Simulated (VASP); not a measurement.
Here is a VASP 6.6.1 calculation.

File INCAR:

```
SYSTEM = AlN
ALGO = Normal
EDIFF = 1E-6
ENCUT = 520
GGA = PS
ISIF = 2
ISMEAR = 0
LASPH = .TRUE.
LCHARG = .FALSE.
LREAL = .FALSE.
LWAVE = .FALSE.
NBANDS = 16
NELM = 60
PREC = Accurate
SIGMA = 0.05
```

The input KPOINTS:

```
k-points
0
G
  9 9 6
  0 0 0
```

Contents of POSCAR:

```
AlN
1.0
    3.1110021516      0.0000000000      0.0000000000
   -1.5555010758      2.6942068945      0.0000000000
    0.0000000000      0.0000000000      4.9780000000
Al N
2 2
Direct
    0.3333333333      0.6666666667      0.0000000000
    0.6666666667      0.3333333333      0.5000000000
    0.3333333333      0.6666666667      0.3850000000
    0.6666666667      0.3333333333      0.8850000000
```

Potentials or basis: VASP PAW PBE potentials, release 64 (Al, N).

Run with:

```console
$ cat potpaw_PBE.64/Al/POTCAR potpaw_PBE.64/N/POTCAR > POTCAR
$ mpirun -np 1 vasp_std > vasp.out
```

**Question.** Estimate the band gap on the k mesh.

**Answer.** 4.09 eV, direct.

**Question.** Predict the pressure.

**Answer.** 0.5 GPa.

**Question.** What does it give for the largest force?

**Answer.** 0.178 eV/Å.

Forces on the atoms (eV/Å):
```
Al   0.000  0.000  0.178
Al   0.000  0.000  0.178
N    0.000  0.000 -0.178
N    0.000  0.000 -0.178
```

Caveat: the PAW data sets were made with another functional, which shifts forces and pressure a little.

**What was measured.**

From “Self-assembly of well-separated AlN nanowires directly on sputtered metallic TiN films”, 2019, arxiv:1910.07391, for a bulk crystal of AlN at 10 K: band gap 6.034 eV (an exciton energy, a little under the gap).

A measured gap of AlN is 6.034 eV (an exciton energy, a little under the gap; 10 K; quoted in “Self-assembly of well-separated AlN nanowires directly on sputtered metallic TiN films”, 2019, arxiv:1910.07391); the calculated 4.09 eV misses it by -1.94 eV. 2 values of this kind are on record (6.034 to 6.0343 eV); this one was drawn at random. The value is that of PBEsol, without temperature or zero-point motion. Semilocal functionals fall short of measured gaps as a rule.
